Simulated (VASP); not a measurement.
Write the native input for VASP 6.6.1 that does the following.

| Property | Result |
| --- | --- |
| Task | single point |
| Functional | PBE |
| Potentials or basis | VASP PAW PBE potentials, release 64 (Cs_sv, Sn_d, I) |
| Cutoff | 520 eV |
| k mesh | 4 × 4 × 4 |
| Occupations | fermi-dirac, width 0.02 eV |
| Spin | no spin polarisation |
| Dipole correction | no |
| Further INCAR settings | ALGO = Normal; EDIFF = 1e-06; NBANDS = 55 |

The structure of CsSnI3 lies in POSCAR:

```
CsSnI3
1.0
    8.6683913831      0.0000000000      0.0000000000
    0.0000000000      8.6683913831      0.0000000000
    0.0000000000      0.0000000000      6.3328477551
Cs Sn I
2 2 6
Direct
    0.5000000000      0.0000000000      0.0000000000
    0.0000000000      0.5000000000      0.0000000000
    0.0000000000      0.0000000000      0.5000000000
    0.5000000000      0.5000000000      0.5000000000
    0.0000000000      0.0000000000      0.0000000000
    0.5000000000      0.5000000000      0.0000000000
    0.8021125058      0.3021125058      0.5000000000
    0.6978874942      0.8021125058      0.5000000000
    0.1978874942      0.6978874942      0.5000000000
    0.3021125058      0.1978874942      0.5000000000
```

These files were run (other wordings do the same):

INCAR

```
SYSTEM = CsSnI3
PREC     = Accurate       ! precision mode
ENCUT    = 520            ! plane-wave cutoff, eV
EDIFF    = 1E-6           ! SCF threshold, eV
ISMEAR   = -1             ! smearing method
SIGMA    = 0.02           ! smearing width, eV
LREAL    = .False.        ! projectors in reciprocal space
LASPH    = .True.         ! aspherical terms in the spheres
NELM     = 60             ! most SCF steps
ALGO     = Normal         ! electronic algorithm
ISIF     = 2              ! what is computed and relaxed
LWAVE    = .False.        ! write WAVECAR
LCHARG   = .True.         ! write CHGCAR
GGA      = PE             ! functional
LELF     = .True.         ! ELF
LVHAR    = .True.       
NBANDS   = 55             ! bands
```

KPOINTS

```
Automatic mesh
0
Gamma
  4 4 4
  0 0 0
```

Potentials or basis: VASP PAW PBE potentials, release 64 (Cs_sv, Sn_d, I).

Launch:

```console
$ cat potpaw_PBE.64/Cs_sv/POTCAR potpaw_PBE.64/Sn_d/POTCAR potpaw_PBE.64/I/POTCAR > POTCAR
$ mpirun -np 1 vasp_std > vasp.out
```

It gave:

The pressure is 0.5 GPa and the largest force is 0.020 eV/Å. The band gap on the k mesh is 0.48 eV.

Caveat: spin-orbit coupling is left out, which moves the levels of the heavy elements.

It took 14 min on 1 thread of Intel Xeon 8259CL, on a shared host, peak memory 0.72 GiB.
